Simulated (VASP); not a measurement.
# Li5B4 (R3m) in VASP: single point with PBE

Aim: the single point of Li5B4 with PBE.

Program: VASP 6.6.1. These are calculated values, not measurements. Logs are shortened: lines on timing, memory, paths and dates and some standing lists are left out, and cuts for length are marked.

## Step 1: The cell of the first run

It takes space group R3m (No. 160, trigonal). The conventional cell has a = 6.413 Å, b = 6.413 Å, c = 9.149 Å, α = 90.00°, β = 90.00°, γ = 120.00°. Li (site symmetry m) has 5 Li at 2.34 to 2.85 Å and 5 B at 2.38 to 2.52 Å within 3.1 Å. Li (site symmetry 3m) has 1 B at 2.16 Å and 6 Li at 2.34 to 2.57 Å within 2.9 Å. Within 3.2 Å of Li (site symmetry 3m) lie 7 B at 2.40 to 2.63 Å and 3 Li at 2.85 Å. B (site symmetry m) has 1 B at 1.62 Å within 2.1 Å. Within 2.1 Å of B (site symmetry 3m) lie 3 B at 1.62 Å.

## Step 2: Single point, PBE

INCAR

```
PREC = Accurate
ENCUT = 520
EDIFF = 1E-6
ISMEAR = -1
SIGMA = 0.15
LREAL = F
LASPH = T
NELM = 80
ALGO = Normal
ISIF = 2
LWAVE = F
LCHARG = F
GGA = PE
NBANDS = 24
```

KPOINTS

```
regular mesh
0
Gamma
  5 5 5
```

POSCAR

```
Li5B4
1.0
    3.2065680000      1.8513130000      3.0497010000
   -3.2065680000      1.8513130000      3.0497010000
    0.0000000000     -3.7026260000      3.0497010000
Li B
5 4
Direct
    0.2784580000      0.7119380000      0.7119380000
    0.7119380000      0.2784580000      0.7119380000
    0.7119380000      0.7119380000      0.2784580000
    0.7870130000      0.7870130000      0.7870130000
    0.3098810000      0.3098810000      0.3098810000
    0.8119350000      0.2205930000      0.2205930000
    0.2205930000      0.8119350000      0.2205930000
    0.2205930000      0.2205930000      0.8119350000
    0.0226510000      0.0226510000      0.0226510000
```

Potentials or basis: VASP PAW PBE potentials, release 64 (Li_sv, B).

The run is started by

```
$ cat potpaw_PBE.64/Li_sv/POTCAR potpaw_PBE.64/B/POTCAR > POTCAR
$ mpirun -np 1 vasp_std > vasp.out
```

OUTCAR:

```text
PREC = Accurate
   ENCUT = 520
   EDIFF = 1E-6
   ISMEAR = -1
   LREAL = F
   LASPH = T
   NELM = 80
   ISIF = 2
   GGA = PE

 ion  position               nearest neighbor table
   1  0.278  0.712  0.712-   4 2.34   9 2.38   4 2.57
   2  0.712  0.278  0.712-   4 2.34   9 2.38   4 2.57
   3  0.712  0.712  0.278-   4 2.34   9 2.38   4 2.57
   4  0.787  0.787  0.787-   9 2.16   2 2.34   1 2.34   3 2.34   2 2.57   1 2.57   3 2.57
   5  0.310  0.310  0.310-
   6  0.812  0.221  0.221-   9 1.62
   7  0.221  0.812  0.221-   9 1.62
   8  0.221  0.221  0.812-   9 1.62
   9  0.023  0.023  0.023-   6 1.62   7 1.62   8 1.62   4 2.16   1 2.38   2 2.38   3 2.38

  LATTYP: Found a trigonal (rhomboedric) cell.
 ALAT       =     4.7968860196
 COS(alpha) =     0.1062991884

  Lattice vectors:

 A1 = (   3.2065680000,   1.8513130000,   3.0497010000)
 A2 = (  -3.2065680000,   1.8513130000,   3.0497010000)
 A3 = (   0.0000000000,  -3.7026260000,   3.0497010000)

Analysis of symmetry for initial positions (statically):
=====================================================================
 Subroutine PRICEL returns:
 Original cell was already a primitive cell.

 Routine SETGRP: Setting up the symmetry group for a
 trigonal (rhombohedral) supercell.

 Subroutine GETGRP returns: Found  6 space group operations
 (whereof  6 operations were pure point group operations)
 out of a pool of 12 trial point group operations.

The static configuration has the point symmetry C_3v.

Analysis of symmetry for dynamics (positions and initial velocities):
=====================================================================
 Subroutine PRICEL returns:
 Original cell was already a primitive cell.

 Routine SETGRP: Setting up the symmetry group for a
 trigonal (rhombohedral) supercell.

 Subroutine GETGRP returns: Found  6 space group operations
 (whereof  6 operations were pure point group operations)
 out of a pool of 12 trial point group operations.

The dynamic configuration has the point symmetry C_3v.

 Subroutine INISYM returns: Found  6 space group operations
 (whereof  6 operations are pure point group operations),
 and found     1 'primitive' translations

----------------------------------------------------------------------------------------

                                     Primitive cell

  volume of cell :     108.6248

  direct lattice vectors                    reciprocal lattice vectors
     3.206568000  1.851313000  3.049701000     0.155929954  0.090026196  0.109300333
    -3.206568000  1.851313000  3.049701000    -0.155929954  0.090026196  0.109300333
     0.000000000 -3.702626000  3.049701000     0.000000000 -0.180052392  0.109300333

  length of vectors
     4.796885901  4.796885901  4.796886020     0.210631026  0.210631026  0.210631020

  position of ions in fractional coordinates (direct lattice)
     0.278458000  0.711938000  0.711938000
     0.711938000  0.278458000  0.711938000
     0.711938000  0.711938000  0.278458000
     0.787013000  0.787013000  0.787013000
     0.309881000  0.309881000  0.309881000
     0.811935000  0.220593000  0.220593000
     0.220593000  0.811935000  0.220593000
     0.220593000  0.220593000  0.811935000
     0.022651000  0.022651000  0.022651000

  ion indices of the primitive-cell ions
   primitive index   ion index
                 1           1
                 2           2
                 3           3
                 4           4
                 5           5
                 6           6
                 7           7
                 8           8
                 9           9

----------------------------------------------------------------------------------------

 KPOINTS: regular mesh

Automatic generation of k-mesh.
 Grid dimensions read from file:
 generate k-points for:    5    5    5

 Generating k-lattice:

  Cartesian coordinates                     Fractional coordinates (reciprocal lattice)
     0.031185991  0.018005239  0.021860067     0.200000000  0.000000000 -0.000000000
    -0.031185991  0.018005239  0.021860067     0.000000000  0.200000000 -0.000000000
     0.000000000 -0.036010478  0.021860067    -0.000000000 -0.000000000  0.200000000

  Length of vectors
     0.042126205  0.042126205  0.042126204

  Shift w.r.t. Gamma in fractional coordinates (k-lattice)
     0.000000000  0.000000000  0.000000000

 Subroutine IBZKPT returns following result:
 ===========================================

 Found     19 irreducible k-points:

 Following reciprocal coordinates:
            Coordinates               Weight
  0.000000  0.000000  0.000000      1.000000
  0.200000  0.000000  0.000000      6.000000
  0.400000 -0.000000  0.000000      6.000000
  0.200000  0.200000  0.000000      6.000000
  0.400000  0.200000  0.000000     12.000000
 -0.400000  0.200000  0.000000     12.000000
[... 11 lines left out ...]
  0.400000  0.400000  0.400000      2.000000
 -0.400000  0.400000  0.400000      6.000000
   k-points           NKPTS =     19   k-points in BZ     NKDIM =     19   number of bands    NBANDS=     24
   number of dos      NEDOS =    301   number of ions     NIONS =      9
   total plane-waves  NPLWV =  46656
   dimension x,y,z NGX =    36 NGY =   36 NGZ =   36
   dimension x,y,z NGXF=    72 NGYF=   72 NGZF=   72
   ions per type =               5   4
   NGX,Y,Z   is equivalent  to a cutoff of  12.48, 12.48, 12.48 a.u.
   NGXF,Y,Z  is equivalent  to a cutoff of  24.95, 24.95, 24.95 a.u.
 SYSTEM =  unknown system
   PREC   = accura    normal or accurate (medium, high low for compatibility)
   ISTART =      0    job   : 0-new  1-cont  2-samecut
   ICHARG =      2    charge: 1-file 2-atom 10-const
   ISPIN  =      1    spin polarized calculation?
   LNONCOLLINEAR =      F non collinear calculations
   LSORBIT =      F    spin-orbit coupling
   LASPH  =      T    aspherical Exc in radial PAW
   ENCUT  =  520.0 eV  38.22 Ry    6.18 a.u.   8.92  8.92  8.92*2*pi/ulx,y,z
   NELM   =     80;   NELMIN=  2; NELMDL= -5     # of ELM steps
   EDIFF  = 0.1E-05   stopping-criterion for ELM
   LREAL  =      F    real-space projection
   EDIFFG = 0.1E-04   stopping-criterion for IOM
   NSW    =      0    number of steps for IOM
   IBRION =     -1    ionic relax: 0-MD 1-quasi-New 2-CG
   NFREE  =      0    steps in history (QN), initial steepest desc. (CG)
   ISIF   =      2    stress and relaxation
   ISYM   =      2    0-nonsym 1-usesym 2-fastsym
   POTIM  = 0.5000    time-step for ionic-motion
   TEBEG  =    0.0;   TEEND  =   0.0 temperature during run
   PSTRESS=    0.0 pullay stress
   NELECT =      27.0000    total number of electrons
   NUPDOWN=      -1.0000    fix difference up-down
   EMIN   =  10.00;   EMAX   =-10.00  energy-range for DOS
   EFERMI =   0.00;   METHOD = LEGACY
   ISMEAR =    -1;   SIGMA  =   0.15  broadening in eV -4-tet -1-fermi 0-gaus
   EFERMI_NEDOS =   21; number of points for ismear=-14 and -15
   IALGO  =     38    algorithm
   IMIX   =      4    mixing-type and parameters
     AMIX     =   0.40;   BMIX     =  1.00
     AMIX_MAG =   1.60;   BMIX_MAG =  1.00
  volume/ion in A,a.u.               =      12.07        81.45
  Fermi-wavevector in a.u.,A,eV,Ry     =   1.029326  1.945145 14.415550  1.059513
  Thomas-Fermi vector in A             =   2.163368
   LORBIT       =      0    0 simple, 1 ext, 2 COOP (PROOUT), +10 PAW based schemes
   GGA     = PE    functional components
   LHFCALC =     F    Hartree Fock is set to
   AEXX    =    0.0000 exact exchange contribution
   IVDW    =     0    specifies the selected vdW correction
   LEPSILON=     F    determine dielectric tensor
   LRPA    =     F    only Hartree local field effects (RPA)
 non-spin polarized calculation
  energy-cutoff  :      520.00
  volume of cell :      108.62
 maximum number of plane-waves:      2941
   NGX = 17   NGY = 17   NGZ = 17

 number of electron      26.9999993 magnetization

 Free energy of the ion-electron system (eV)
  ---------------------------------------------------
  ext. energy  EPLUGINS =         0.00000000
  ---------------------------------------------------
  free energy    TOTEN  =       -31.92153169 eV

  energy without entropy =      -31.78082672  energy(sigma->0) =      -31.85117921

 E-fermi :   2.1646     XC(G=0):  -8.8847

 val. band max:        2.1572951077   @ k =   0.4000   0.4000   0.2000
 cond. band min:       2.2847808531   @ k =  -0.4000   0.4000   0.0000
 fundamental gap:      0.1274857454
 Fermi energy:         2.1646021906

 k-point     1 :       0.0000    0.0000    0.0000
  band No.  band energies     occupation
      1     -44.7787      2.00000
      2     -43.3934      2.00000
      3     -43.3795      2.00000
      4     -43.3795      2.00000
      5     -43.0887      2.00000
      6      -8.1975      2.00000
[... 16 lines left out ...]
     23       8.6119      0.00000
     24       8.6119      0.00000

 k-point     2 :       0.2000    0.0000    0.0000
  band No.  band energies     occupation
      1     -44.7785      2.00000
      2     -43.3935      2.00000
      3     -43.3797      2.00000
      4     -43.3796      2.00000
      5     -43.0887      2.00000
      6      -8.1375      2.00000
[... 16 lines left out ...]
     23       8.9673      0.00000
     24       9.6069      0.00000

 k-point     3 :       0.4000   -0.0000    0.0000
  band No.  band energies     occupation
      1     -44.7782      2.00000
      2     -43.3936      2.00000
      3     -43.3799      2.00000
      4     -43.3796      2.00000
      5     -43.0888      2.00000
      6      -8.0301      2.00000
[... 16 lines left out ...]
     23       9.2219      0.00000
     24      10.4675      0.00000
[... 379 lines left out ...]
 k-point    18 :       0.4000    0.4000    0.4000
  band No.  band energies     occupation
      1     -44.7772      2.00000
      2     -43.3931      2.00000
      3     -43.3805      2.00000
      4     -43.3805      2.00000
      5     -43.0889      2.00000
      6      -7.7686      2.00000
[... 16 lines left out ...]
     23      10.0242      0.00000
     24      10.0473      0.00000

 k-point    19 :      -0.4000    0.4000    0.4000
  band No.  band energies     occupation
      1     -44.7772      2.00000
      2     -43.3933      2.00000
      3     -43.3805      2.00000
      4     -43.3804      2.00000
      5     -43.0889      2.00000
      6      -7.7549      2.00000
[... 16 lines left out ...]
     23       9.6405      0.00000
     24       9.8127      0.00000

------------------------ aborting loop because EDIFF is reached ----------------------------------------

  FORCE on cell =-STRESS in cart. coord.  units (eV):
  Direction    XX          YY          ZZ          XY          YZ          ZX
  --------------------------------------------------------------------------------------
  -------------------------------------------------------------------------------------
  Total       -0.1516611     -0.1516612     -0.1503372      0.0000000      0.0000000      0.0000000
  in kB       -2.2369491     -2.2369493     -2.2174215      0.0000000      0.0000000      0.0000000
  external PRESSURE =      -2.2304400 kB  Pullay stress =       0.0000000 kB

 VOLUME and BASIS-vectors are now :
 -----------------------------------------------------------------------------
  energy-cutoff  :      520.00
  volume of cell :      108.62
      direct lattice vectors                 reciprocal lattice vectors
     3.206568000  1.851313000  3.049701000     0.155929954  0.090026196  0.109300333
    -3.206568000  1.851313000  3.049701000    -0.155929954  0.090026196  0.109300333
     0.000000000 -3.702626000  3.049701000     0.000000000 -0.180052392  0.109300333

 POSITION                                       TOTAL-FORCE (eV/Angst)
 -----------------------------------------------------------------------------------
     -1.38998     -0.80251      5.19161        -0.033307     -0.019230     -0.000905
      1.38998     -0.80251      5.19161         0.033307     -0.019230     -0.000905
      0.00000      1.60501      5.19161         0.000000      0.038459     -0.000905
      0.00000      0.00000      7.20046         0.000000     -0.000000      0.044791
      0.00000      0.00000      2.83513         0.000000     -0.000000     -0.011662
      1.89618      1.09476      3.82164        -0.017221     -0.009942      0.003525
     -1.89618      1.09476      3.82164         0.017221     -0.009942      0.003525
      0.00000     -2.18952      3.82164         0.000000      0.019885      0.003525
      0.00000      0.00000      0.20724         0.000000     -0.000000     -0.040990
 -----------------------------------------------------------------------------------
    total drift:                                0.000000      0.000001      0.001744

  FREE ENERGIE OF THE ION-ELECTRON SYSTEM (eV)
  ---------------------------------------------------
  free  energy   TOTEN  =       -31.9215316885 eV

  energy  without entropy=      -31.7808267239  energy(sigma->0) =      -31.85117921
```

It took 74 s on 1 thread of AMD EPYC 7R13 (Zen 3), shared host; peak memory 0.17 GiB.

What came out:

```
Free energy   : -31.9215 eV
Largest force : 0.045 eV/Å
```

Forces in eV/Å, atoms in the order of the input:
```
Li  -0.033 -0.019 -0.001
Li   0.033 -0.019 -0.001
Li   0.000  0.038 -0.001
Li   0.000  0.000  0.045
Li   0.000  0.000 -0.012
B   -0.017 -0.010  0.004
B    0.017 -0.010  0.004
B    0.000  0.020  0.004
B    0.000  0.000 -0.041
```

Levels at points of the mesh, in eV from the Fermi level:
```csv
k point,band 12,band 13,band 14,band 15,band 16,band 17
"(0.00, 0.00, 0.00)",-2.14,-0.91,-0.91,2.22,2.24,2.24
```

Caveat: the cutoff is under 1.25 times the usual one of these potentials, so pressure, stress and relaxed cells hold a basis-set (Pulay) error.
